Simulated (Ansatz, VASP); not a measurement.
Cd2HgS3: VASP beside Ansatz

```
Cd Hg S
1.0
     3.62318    2.05534    0.00000
     3.62318   -6.16602    0.00000
     1.10975    0.00000   -9.69197
Cd Hg S
4 2 6
Direct
  0.09381 0.49944 0.83683
  0.59381 0.99944 0.83683
  0.20393 0.20281 0.16317
  0.70393 0.70281 0.16317
  0.65400 0.34600 0.50000
  0.15400 0.84600 0.50000
  0.75800 0.24200 0.00000
  0.25800 0.74200 0.00000
  0.01875 0.47941 0.31846
  0.51875 0.97941 0.31846
  0.27151 0.23033 0.68154
  0.77151 0.73033 0.68154
```

Alike in both runs: task single point; functional PBE; k mesh 4 × 2 × 2; occupations gaussian, width 0.1 eV; no spin polarisation.

|  | VASP | Ansatz |
| --- | --- | --- |
| version | VASP 6.6.1 | Ansatz 0.2.0 |
| potentials or method | VASP PAW PBE potentials, release 64 (Cd, Hg, S), cutoff 520 eV | scalar-relativistic, plane waves, PAW |
| valence electrons in the cell | 108 | 156 |

VASP gave:

- gap on the k mesh at the Fermi level (eV): 1.05
- least direct gap on the mesh (eV): 1.10
- pressure (GPa): 0.4
- traceless stress, the component that is largest in VASP (GPa): 0.10
- rms of the force components (eV/Å): 0.018

Problem. Which values does Ansatz return?

Solution. gap on the k mesh at the Fermi level (eV): 1.04; least direct gap on the mesh (eV): 1.10; pressure (GPa): 0.0; traceless stress, the component that is largest in VASP (GPa): -0.04; rms of the force components (eV/Å): 0.004.

Atom by atom the forces differ by 0.021 eV/Å (rms over components). With one functional, cell and mesh, what is left measures potentials, basis and numerics. VASP's potentials hold 108 valence electrons a cell and Ansatz's 156, so a difference there can come from the potentials and not from the codes.

The k mesh is coarse, so the values compare programs but aren't converged. Neither program's run includes spin-orbit coupling.
